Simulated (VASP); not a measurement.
**Ir: single point with r2SCAN**

The system is Ir.

```
Ir
1.0
     0.00000    1.91560    1.91560
     1.91560    0.00000    1.91560
     1.91560    1.91560    0.00000
Ir
1
Direct
  0.00000 0.00000 0.00000
```

* Program: VASP 6.6.1
* Task: single point
* Functional: r2SCAN
* Potentials or basis: VASP PAW PBE potentials, release 64 (Ir)
* Cutoff: 550 eV
* k mesh: 11 × 11 × 11
* Occupations: gaussian, width 0.05 eV
* Spin: no spin polarisation
* Dipole correction: no
* Further INCAR settings: ALGO = Normal; EDIFF = 1e-06; NBANDS = 10

```
Pressure : 7.1 GPa
```

Levels at points of the mesh, in eV from the Fermi level:
| k point | band 1 | band 2 | band 3 | band 4 | band 5 | band 6 | band 7 | band 8 | band 9 |
| --- | --- | --- | --- | --- | --- | --- | --- | --- | --- |
| (0.00, 0.00, 0.00) | -11.55 | -3.99 | -3.99 | -3.99 | -1.26 | -1.26 | 15.13 | 21.04 | 21.04 |

Run time: 20 s on 1 thread of Intel(R) Xeon(R) Platinum 8488C (Sapphire Rapids) (shared host), peak memory 0.15 GiB.

Caveat: the PAW data sets were made with another functional, which shifts forces and pressure a little; spin-orbit coupling is left out, which moves the levels of the heavy elements.
